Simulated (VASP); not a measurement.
The system is KBr.

```
K Br
1.0
     3.97632    0.00000    0.00000
     0.00000    3.97632    0.00000
     0.00000    0.00000    3.97632
K Br
1 1
Direct
  0.00000 0.00000 0.00000
  0.50000 0.50000 0.50000
```

Base run:

* Program: VASP 6.6.1
* Functional: r2SCAN
* Potentials or basis: VASP PAW PBE potentials, release 64 (K_sv, Br)
* Cutoff: 520 eV
* k mesh: 4 × 4 × 4
* Occupations: gaussian, width 0.01 eV
* Spin: no spin polarisation

Its results: band gap on the k mesh 4.77 eV, indirect (least direct gap 5.05 eV); pressure 0.0 GPa.

**Question.** The run is repeated on the same cell with these changes: functional from r2SCAN to PBE. What comes out?

**Answer.** Band gap on the k mesh 4.02 eV, indirect (least direct gap 4.30 eV); pressure 0.9 GPa.

r2SCAN gives the wider gap, since meta-GGAs in the generalised Kohn-Sham scheme recover part of the derivative discontinuity.

Caveats: the PAW data sets were made with another functional, which shifts forces and pressure a little (some runs).

A k mesh can miss the band edges.
